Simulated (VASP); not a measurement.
# Ti (P6_3/mmc) in VASP: a series of runs

Runs on Ti. Level: PBEsol. Tasks: single point.

All numbers are computed with VASP 6.6.1; they aren't measurements. Logs are shortened: lines on timing, memory, paths and dates and some standing lists are left out, and cuts for length are marked.

## Step 1: The cell of the first run

The structure is hexagonal, space group P6_3/mmc (No. 194). The conventional cell has a = 2.033 Å, b = 2.033 Å, c = 3.890 Å, α = 90.00°, β = 90.00°, γ = 120.00°. Within 2.7 Å of Ti (site symmetry -6m2) lie 12 Ti at 2.03 to 2.27 Å.

## Step 2: Single point, PBEsol

The input, INCAR:

```
ALGO = Normal
EDIFF = 1E-6
ENCUT = 520
GGA = PS
ISIF = 2
ISMEAR = -1
LASPH = True
LCHARG = False
LREAL = False
LWAVE = False
NBANDS = 19
NELM = 100
PREC = Accurate
SIGMA = 0.1
```

The input, KPOINTS:

```
k-points
0
Gamma
  20 20 11
```

The input, POSCAR:

```
Ti
1.0
    2.0327607425      0.0000000000      0.0000000000
   -1.0163803713      1.7604224428      0.0000000000
    0.0000000000      0.0000000000      3.8901799219
Ti
2
Direct
    0.3333333333      0.6666666667      0.2500000000
    0.6666666667      0.3333333333      0.7500000000
```

Potentials or basis: VASP PAW PBE potentials, release 64 (Ti_sv).

Command:

```
> cat potpaw_PBE.64/Ti_sv/POTCAR > POTCAR
> mpirun -np 1 vasp_std > vasp.out
```

OUTCAR:

```text
EDIFF = 1E-6
   ENCUT = 520
   GGA = PS
   ISIF = 2
   ISMEAR = -1
   LASPH = True
   LREAL = False
   NELM = 100
   PREC = Accurate

 ion  position               nearest neighbor table
   1  0.333  0.667  0.250-   2 2.27   2 2.27   2 2.27   2 2.27   2 2.27   2 2.27
   2  0.667  0.333  0.750-   1 2.27   1 2.27   1 2.27   1 2.27   1 2.27   1 2.27

  LATTYP: Found a hexagonal cell.
 ALAT       =     2.0327607425
 C/A-ratio  =     1.9137421540

  Lattice vectors:

 A1 = (   2.0327607425,   0.0000000000,   0.0000000000)
 A2 = (  -1.0163803713,   1.7604224428,   0.0000000000)
 A3 = (   0.0000000000,   0.0000000000,   3.8901799219)

Analysis of symmetry for initial positions (statically):
=====================================================================
 Subroutine PRICEL returns:
 Original cell was already a primitive cell.

 Routine SETGRP: Setting up the symmetry group for a
 hexagonal supercell.

 Subroutine GETGRP returns: Found 24 space group operations
 (whereof 12 operations were pure point group operations)
 out of a pool of 24 trial point group operations.

The static configuration has the point symmetry D_3d.
 The point group associated with its full space group is D_6h.

Analysis of symmetry for dynamics (positions and initial velocities):
=====================================================================
 Subroutine PRICEL returns:
 Original cell was already a primitive cell.

 Routine SETGRP: Setting up the symmetry group for a
 hexagonal supercell.

 Subroutine GETGRP returns: Found 24 space group operations
 (whereof 12 operations were pure point group operations)
 out of a pool of 24 trial point group operations.

The dynamic configuration has the point symmetry D_3d.
 The point group associated with its full space group is D_6h.

 Subroutine INISYM returns: Found 24 space group operations
 (whereof 12 operations are pure point group operations),
 and found     1 'primitive' translations

----------------------------------------------------------------------------------------

                                     Primitive cell

  volume of cell :      13.9211

  direct lattice vectors                    reciprocal lattice vectors
     2.032760742  0.000000000  0.000000000     0.491941811  0.284022737  0.000000000
    -1.016380371  1.760422443  0.000000000     0.000000000  0.568045473  0.000000000
     0.000000000  0.000000000  3.890179922     0.000000000  0.000000000  0.257057519

  length of vectors
     2.032760742  2.032760743  3.890179922     0.568045473  0.568045473  0.257057519

  position of ions in fractional coordinates (direct lattice)
     0.333333333  0.666666667  0.250000000
     0.666666667  0.333333333  0.750000000

  ion indices of the primitive-cell ions
   primitive index   ion index
                 1           1
                 2           2

----------------------------------------------------------------------------------------

 KPOINTS: k-points

Automatic generation of k-mesh.
 Grid dimensions read from file:
 generate k-points for:   20   20   11

 Generating k-lattice:

  Cartesian coordinates                     Fractional coordinates (reciprocal lattice)
     0.024597091  0.014201137  0.000000000     0.050000000  0.000000000  0.000000000
     0.000000000  0.028402274  0.000000000     0.000000000  0.050000000  0.000000000
     0.000000000  0.000000000  0.023368865     0.000000000  0.000000000  0.090909091

  Length of vectors
     0.028402274  0.028402274  0.023368865

  Shift w.r.t. Gamma in fractional coordinates (k-lattice)
     0.000000000  0.000000000  0.000000000

 Subroutine IBZKPT returns following result:
 ===========================================

 Found    264 irreducible k-points:

 Following reciprocal coordinates:
            Coordinates               Weight
  0.000000  0.000000  0.000000      1.000000
  0.050000  0.000000  0.000000      6.000000
  0.100000  0.000000  0.000000      6.000000
  0.150000  0.000000  0.000000      6.000000
  0.200000  0.000000  0.000000      6.000000
  0.250000  0.000000  0.000000      6.000000
[... 16 lines left out ...]
  0.200000  0.100000  0.000000     12.000000
  0.250000  0.100000  0.000000     12.000000
 [... further k-points ...]
   k-points           NKPTS =    264   k-points in BZ     NKDIM =    264   number of bands    NBANDS=     19
   number of dos      NEDOS =    301   number of ions     NIONS =      2
   total plane-waves  NPLWV =   7680
   dimension x,y,z NGX =    16 NGY =   16 NGZ =   30
   dimension x,y,z NGXF=    32 NGYF=   32 NGZF=   60
   ions per type =               2
   NGX,Y,Z   is equivalent  to a cutoff of  13.09, 13.09, 12.82 a.u.
   NGXF,Y,Z  is equivalent  to a cutoff of  26.17, 26.17, 25.64 a.u.
 SYSTEM =  unknown system
   PREC   = accura    normal or accurate (medium, high low for compatibility)
   ISTART =      0    job   : 0-new  1-cont  2-samecut
   ICHARG =      2    charge: 1-file 2-atom 10-const
   ISPIN  =      1    spin polarized calculation?
   LNONCOLLINEAR =      F non collinear calculations
   LSORBIT =      F    spin-orbit coupling
   LASPH  =      T    aspherical Exc in radial PAW
   ENCUT  =  520.0 eV  38.22 Ry    6.18 a.u.   3.78  3.78  7.23*2*pi/ulx,y,z
   NELM   =    100;   NELMIN=  2; NELMDL= -5     # of ELM steps
   EDIFF  = 0.1E-05   stopping-criterion for ELM
   LREAL  =      F    real-space projection
   EDIFFG = 0.1E-04   stopping-criterion for IOM
   NSW    =      0    number of steps for IOM
   IBRION =     -1    ionic relax: 0-MD 1-quasi-New 2-CG
   NFREE  =      0    steps in history (QN), initial steepest desc. (CG)
   ISIF   =      2    stress and relaxation
   ISYM   =      2    0-nonsym 1-usesym 2-fastsym
   POTIM  = 0.5000    time-step for ionic-motion
   TEBEG  =    0.0;   TEEND  =   0.0 temperature during run
   PSTRESS=    0.0 pullay stress
   NELECT =      24.0000    total number of electrons
   NUPDOWN=      -1.0000    fix difference up-down
   EMIN   =  10.00;   EMAX   =-10.00  energy-range for DOS
   EFERMI =   0.00;   METHOD = LEGACY
   ISMEAR =    -1;   SIGMA  =   0.10  broadening in eV -4-tet -1-fermi 0-gaus
   EFERMI_NEDOS =   21; number of points for ismear=-14 and -15
   IALGO  =     38    algorithm
   IMIX   =      4    mixing-type and parameters
     AMIX     =   0.40;   BMIX     =  1.00
     AMIX_MAG =   1.60;   BMIX_MAG =  1.00
  volume/ion in A,a.u.               =       6.96        46.97
  Fermi-wavevector in a.u.,A,eV,Ry     =   1.963003  3.709538 52.428428  3.853381
  Thomas-Fermi vector in A             =   2.987544
   LORBIT       =      0    0 simple, 1 ext, 2 COOP (PROOUT), +10 PAW based schemes
   GGA     = PS    functional components
   LHFCALC =     F    Hartree Fock is set to
   AEXX    =    0.0000 exact exchange contribution
   IVDW    =     0    specifies the selected vdW correction
   LEPSILON=     F    determine dielectric tensor
   LRPA    =     F    only Hartree local field effects (RPA)
 non-spin polarized calculation
  energy-cutoff  :      520.00
  volume of cell :       13.92
 maximum number of plane-waves:       387
 NGX is ok and might be reduce to    16
   NGX =  7   NGY =  7   NGZ = 15

 number of electron      24.0000005 magnetization

 Free energy of the ion-electron system (eV)
  ---------------------------------------------------
  ext. energy  EPLUGINS =         0.00000000
  ---------------------------------------------------
  free energy    TOTEN  =        -4.00656723 eV

  energy without entropy =       -3.98542816  energy(sigma->0) =       -3.99599770

 E-fermi :  21.9810     XC(G=0): -16.8122

 val. band max:       21.9796434629   @ k =   0.1500   0.1000   0.2727
 cond. band min:      21.9947235567   @ k =   0.0500   0.0500   0.4545
 fundamental gap:      0.0150800938
 Fermi energy:        21.9810369463

 k-point     1 :       0.0000    0.0000    0.0000
  band No.  band energies     occupation
      1     -36.5889      2.00000
      2     -34.8906      2.00000
      3     -14.6063      2.00000
      4      -8.3663      2.00000
      5      -6.6780      2.00000
      6      -6.6780      2.00000
[... 11 lines left out ...]
     18      28.1814      0.00000
     19      30.2645      0.00000

 k-point     2 :       0.0500    0.0000    0.0000
  band No.  band energies     occupation
      1     -36.5275      2.00000
      2     -34.8400      2.00000
      3     -14.5423      2.00000
      4      -8.3574      2.00000
      5      -6.9212      2.00000
      6      -6.7415      2.00000
[... 11 lines left out ...]
     18      27.4904      0.00000
     19      30.3157      0.00000

 k-point     3 :       0.1000    0.0000    0.0000
  band No.  band energies     occupation
      1     -36.3456      2.00000
      2     -34.6910      2.00000
      3     -14.3524      2.00000
      4      -8.3335      2.00000
      5      -7.6083      2.00000
      6      -7.1389      2.00000
[... 11 lines left out ...]
     18      27.0857      0.00000
     19      30.4229      0.00000

 k-point     4 :       0.1500    0.0000    0.0000
  band No.  band energies     occupation
      1     -36.0507      2.00000
      2     -34.4527      2.00000
      3     -14.0437      2.00000
      4      -8.6320      2.00000
      5      -8.3038      2.00000
      6      -8.0876      2.00000
[... 11 lines left out ...]
     18      26.5484      0.00000
     19      30.5124      0.00000

 k-point     5 :       0.2000    0.0000    0.0000
  band No.  band energies     occupation
      1     -35.6560      2.00000
      2     -34.1416      2.00000
      3     -13.6289      2.00000
      4      -9.8599      2.00000
      5      -9.2310      2.00000
      6      -8.2829      2.00000
[... 11 lines left out ...]
     18      26.4761      0.00000
     19      30.5480      0.00000
[... 334 lines left out ...]
      2     -34.3157      2.00000
      3     -13.8632      2.00000
      4      -9.0005      2.00000
      5      -8.6870      2.00000
      6      -8.2913      2.00000
[... 11 lines left out ...]
     18      27.0276      0.00000
     19      30.2273      0.00000

 k-point    22 :       0.1500    0.1000    0.0000
  band No.  band energies     occupation
      1     -35.4927      2.00000
      2     -34.0151      2.00000
      3     -13.4564      2.00000
      4     -10.0477      2.00000
      5      -9.6976      2.00000
      6      -8.2788      2.00000
[... 11 lines left out ...]
     18      28.1271      0.00000
     19      30.0931      0.00000

 k-point    23 :       0.2000    0.1000    0.0000
  band No.  band energies     occupation
      1     -35.0308      2.00000
      2     -33.6692      2.00000
      3     -12.9638      2.00000
      4     -11.2197      2.00000
      5     -10.7425      2.00000
      6      -8.2941      2.00000
[... 11 lines left out ...]
     18      29.9565      0.00000
     19      29.9654      0.00000

 k-point    24 :       0.2500    0.1000    0.0000
  band No.  band energies     occupation
      1     -34.5228      2.00000
      2     -33.3119      2.00000
      3     -12.4110      2.00000
      4     -12.3815      2.00000
      5     -11.7704      2.00000
      6      -8.5601      2.00000
[... 11 lines left out ...]
     18      29.8300      0.00000
     19      31.8456      0.00000

 [... further k-points ...]
[... 5 lines left out ...]
  --------------------------------------------------------------------------------------
  -------------------------------------------------------------------------------------
  Total       34.9479067     34.9479067     33.4872656     -0.0000000      0.0000000      0.0000000
  in kB     4022.1559008   4022.1559007   3854.0506615     -0.0000001      0.0000000      0.0000000
  external PRESSURE =    3966.1208210 kB  Pullay stress =       0.0000000 kB

 VOLUME and BASIS-vectors are now :
 -----------------------------------------------------------------------------
  energy-cutoff  :      520.00
  volume of cell :       13.92
      direct lattice vectors                 reciprocal lattice vectors
     2.032760742  0.000000000  0.000000000     0.491941811  0.284022737  0.000000000
    -1.016380371  1.760422443  0.000000000     0.000000000  0.568045473  0.000000000
     0.000000000  0.000000000  3.890179922     0.000000000  0.000000000  0.257057519

 POSITION                                       TOTAL-FORCE (eV/Angst)
 -----------------------------------------------------------------------------------
     -0.00000      1.17361      0.97254         0.000000     -0.000000      0.000000
      1.01638      0.58681      2.91763        -0.000000      0.000000      0.000000
 -----------------------------------------------------------------------------------
    total drift:                                0.000000     -0.000000      0.000000

  FREE ENERGIE OF THE ION-ELECTRON SYSTEM (eV)
  ---------------------------------------------------
  free  energy   TOTEN  =        -4.0065672312 eV

  energy  without entropy=       -3.9854281614  energy(sigma->0) =       -3.99599770
```

Wall time 86 s (1 thread of Intel Xeon 8259CL, shared host); peak memory 0.17 GiB.

Results:

| Property | Result |
| --- | --- |
| Free energy | -4.0066 eV |
| Pressure | 396.6 GPa |
| Band gap on the k mesh | zero (bands 12 and 13 overlap by 1.73 eV) |

Caveat: atoms lie so close that the PAW spheres overlap strongly, which falsifies energies and pressures; the cell stands under pressure; the PAW data sets were made with another functional, which shifts forces and pressure a little.

## Step 3: Single point, PBEsol

The input, INCAR:

```
SYSTEM = Ti
ALGO = Normal ; EDIFF = 1E-6
ENCUT = 520 ; GGA = PS
ISIF = 2 ; ISMEAR = -1
LASPH = .TRUE. ; LCHARG = .FALSE.
LREAL = .FALSE. ; LWAVE = .FALSE.
NBANDS = 19 ; NELM = 100
PREC = Accurate ; SIGMA = 0.1
```

The input, KPOINTS:

```
k-points
0
G
  20 20 11
  0 0 0
```

The input, POSCAR:

```
Ti
1.0
    2.0341239979      0.0000000000      0.0000000000
   -1.0170619989      1.7616030567      0.0000000000
    0.0000000000      0.0000000000      3.8914070011
Ti
2
Direct
    0.3333333333      0.6666666667      0.2500000000
    0.6666666667      0.3333333333      0.7500000000
```

Potentials or basis: VASP PAW PBE potentials, release 64 (Ti_sv).

Command:

```
> cat potpaw_PBE.64/Ti_sv/POTCAR > POTCAR
> mpirun -np 1 vasp_std > vasp.out
```

Run time: 98 s. Hardware: 1 thread of Intel Xeon 8259CL, shared host; peak memory 0.17 GiB.

It converged, with:

```yaml
Free_energy: -4.0639 eV
Pressure: 394.6 GPa
Band_gap_on_the_k_mesh: zero (bands 12 and 13 overlap by 1.73 eV)
```

Stress tensor (GPa, compression positive):
```
399.96   0.00   0.00
  0.00 399.96   0.00
  0.00   0.00 383.89
```

Levels at points of the mesh, in eV from the Fermi level:
| k point | band 9 | band 10 | band 11 | band 12 | band 13 | band 14 | band 15 | band 16 |
| --- | --- | --- | --- | --- | --- | --- | --- | --- |
| (0.00, 0.00, 0.00) | -5.09 | -3.59 | -1.32 | 0.97 | 0.97 | 1.76 | 1.76 | 5.65 |
| (0.50, 0.00, 0.00) | -6.83 | -6.74 | -4.54 | -0.77 | 1.83 | 1.88 | 4.17 | 8.27 |

Caveat: atoms lie so close that the PAW spheres overlap strongly, which falsifies energies and pressures; the cell stands under pressure; the PAW data sets were made with another functional, which shifts forces and pressure a little.
